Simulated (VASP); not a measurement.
# S (P6/mmm) in VASP: notebook, part 2 of 2

VASP 6.6.1.

## (3) Single point, PBEsol

INCAR reads:

```
PREC = Accurate
ENCUT = 500
EDIFF = 1E-6
ISMEAR = -1
SIGMA = 0.05
LREAL = False
LASPH = True
NELM = 120
ALGO = Normal
ISIF = 2
LWAVE = False
LCHARG = False
GGA = PS
NBANDS = 16
GGA_COMPAT = False
```

KPOINTS reads:

```
Automatic mesh
0
Gamma
  9 9 13
```

POSCAR reads:

```
S
1.0
    3.8221965732      0.0000000000      0.0000000000
   -1.9110982866      3.3101193307      0.0000000000
    0.0000000000      0.0000000000      2.1141524677
S
3
Direct
    0.0000000000      0.0000000000      0.0000000000
    0.3333333333      0.6666666667      0.5000000000
    0.6666666667      0.3333333333      0.5000000000
```

Potentials or basis: VASP PAW PBE potentials, release 64 (S).

Launch:

```console
cat potpaw_PBE.64/S/POTCAR > POTCAR
mpirun -np 1 vasp_std > vasp.out
```

OUTCAR:

```text
PREC = Accurate
   ENCUT = 500
   EDIFF = 1E-6
   ISMEAR = -1
   LREAL = False
   LASPH = True
   NELM = 120
   ISIF = 2
   GGA = PS

 ion  position               nearest neighbor table
   1  0.000  0.000  0.000-   2 2.45   3 2.45   2 2.45   3 2.45   3 2.45   3 2.45   2 2.45   2 2.45
                             3 2.45   3 2.45   2 2.45   2 2.45
   2  0.333  0.667  0.500-   3 2.21   3 2.21   3 2.21   1 2.45   1 2.45   1 2.45   1 2.45   1 2.45
                             1 2.45
   3  0.667  0.333  0.500-   2 2.21   2 2.21   2 2.21   1 2.45   1 2.45   1 2.45   1 2.45   1 2.45
                             1 2.45

  LATTYP: Found a hexagonal cell.
 ALAT       =     3.8221965732
 C/A-ratio  =     0.5531249969

  Lattice vectors:

 A1 = (   3.8221965732,   0.0000000000,   0.0000000000)
 A2 = (  -1.9110982866,   3.3101193307,   0.0000000000)
 A3 = (   0.0000000000,   0.0000000000,   2.1141524677)

Analysis of symmetry for initial positions (statically):
=====================================================================
 Subroutine PRICEL returns:
 Original cell was already a primitive cell.

 Routine SETGRP: Setting up the symmetry group for a
[... 165 lines left out ...]
  ---------------------------------------------------
  free energy    TOTEN  =        -5.05122872 eV

  energy without entropy =       -5.04057415  energy(sigma->0) =       -5.04590143

 E-fermi :  18.4040     XC(G=0): -14.0863

 val. band max:       18.3754293158   @ k =   0.3333   0.3333   0.4615
 cond. band min:      18.4129587454   @ k =   0.3333  -0.0000   0.3077
 fundamental gap:      0.0375294296
 Fermi energy:        18.4039992897

 k-point     1 :       0.0000    0.0000    0.0000
  band No.  band energies     occupation
      1      -6.5413      2.00000
      2       3.9346      2.00000
      3       4.0951      2.00000
      4       6.9248      2.00000
      5       6.9248      2.00000
      6       7.3645      2.00000
[... 433 lines left out ...]
      3      -1.9791      2.00000
      4       9.9715      2.00000
      5      10.3842      2.00000
      6      10.3842      2.00000
[... 8 lines left out ...]
     15      25.3917      0.00000
     16      32.1126      0.00000

 [... further k-points ...]
[... 5 lines left out ...]
  --------------------------------------------------------------------------------------
  -------------------------------------------------------------------------------------
  Total       23.3976440     23.3976440     23.2445188      0.0000000      0.0000000      0.0000000
  in kB     1401.4891446   1401.4891446   1392.3171379      0.0000000      0.0000000      0.0000000
  external PRESSURE =    1398.4318090 kB  Pullay stress =       0.0000000 kB

 VOLUME and BASIS-vectors are now :
 -----------------------------------------------------------------------------
  energy-cutoff  :      500.00
  volume of cell :       26.75
      direct lattice vectors                 reciprocal lattice vectors
     3.822196573  0.000000000  0.000000000     0.261629663  0.151051956  0.000000000
    -1.911098287  3.310119331  0.000000000     0.000000000  0.302103912  0.000000000
     0.000000000  0.000000000  2.114152468     0.000000000  0.000000000  0.473002783

 POSITION                                       TOTAL-FORCE (eV/Angst)
 -----------------------------------------------------------------------------------
      0.00000      0.00000      0.00000        -0.000000      0.000000      0.000000
     -0.00000      2.20675      1.05708         0.000000     -0.000000     -0.000000
      1.91110      1.10337      1.05708        -0.000000      0.000000      0.000000
 -----------------------------------------------------------------------------------
    total drift:                                0.000000     -0.000000     -0.000000

  FREE ENERGIE OF THE ION-ELECTRON SYSTEM (eV)
  ---------------------------------------------------
  free  energy   TOTEN  =        -5.0512287163 eV

  energy  without entropy=       -5.0405741521  energy(sigma->0) =       -5.04590143
```

OSZICAR:

```text
N       E                     dE             d eps       ncg     rms          rms(c)
DAV:   1     0.670991907571E+02    0.67099E+02   -0.87443E+03  2696   0.101E+03
DAV:   2    -0.278881616982E+01   -0.69888E+02   -0.65747E+02  3704   0.187E+02
DAV:   3    -0.508202335524E+01   -0.22932E+01   -0.22710E+01  3560   0.328E+01
DAV:   4    -0.509258043624E+01   -0.10557E-01   -0.10553E-01  3440   0.267E+00
DAV:   5    -0.509265186785E+01   -0.71432E-04   -0.71429E-04  3664   0.187E-01    0.466E+01
DAV:   6    -0.505775134806E+01    0.34901E-01   -0.75681E-02  3608   0.170E+00    0.283E+01
DAV:   7    -0.505145596840E+01    0.62954E-02   -0.16092E-02  3392   0.970E-01    0.251E-01
DAV:   8    -0.505126043863E+01    0.19553E-03   -0.10511E-03  3560   0.249E-01    0.228E-01
DAV:   9    -0.505124407947E+01    0.16359E-04   -0.72936E-05  3496   0.576E-02    0.179E-01
DAV:  10    -0.505123335456E+01    0.10725E-04   -0.56083E-05  3528   0.487E-02    0.620E-02
DAV:  11    -0.505122867007E+01    0.46845E-05   -0.12869E-05  3536   0.242E-02    0.691E-03
DAV:  12    -0.505122871633E+01   -0.46258E-07   -0.82220E-07  1920   0.630E-03
   1 F= -.50512287E+01 E0= -.50459014E+01  d E =-.106546E-01
```

stdout:

```text
POSCAR found type information on POSCAR S
 POSCAR found :  1 types and       3 ions
 scaLAPACK will be used
 -----------------------------------------------------------------------------
|                                                                             |
|                                                                             |
|     You enforced a specific xc type in the INCAR file but a different       |
|     I HOPE YOU KNOW WHAT YOU ARE DOING!                                     |
|                                                                             |
 -----------------------------------------------------------------------------

 LDA part: xc-table for (Slater+PW92), standard interpolation
 POSCAR, INCAR and KPOINTS ok, starting setup
 FFT: planning ... GRIDC
 FFT: planning ... GRID_SOFT
 FFT: planning ... GRID
 WAVECAR not read
 entering main loop
```

It took 32 s on 1 thread of Intel Xeon 8259CL, shared host; peak memory 0.14 GiB.

Results:

```yaml
Free_energy: -5.0512 eV
Pressure: 139.8 GPa
Band_gap_on_the_k_mesh: zero (band 9 reaches 24.54 eV, above the bottom of band 10 at 13.73 eV)
```

Levels at points of the mesh, in eV from the Fermi level:
| k point | band 7 | band 8 | band 9 | band 10 | band 11 | band 12 |
| --- | --- | --- | --- | --- | --- | --- |
| (0.00, 0.00, 0.00) | -11.04 | 3.32 | 6.14 | 6.14 | 6.44 | 9.71 |

Caveat: the PAW data sets were made with another functional, which shifts forces and pressure a little.
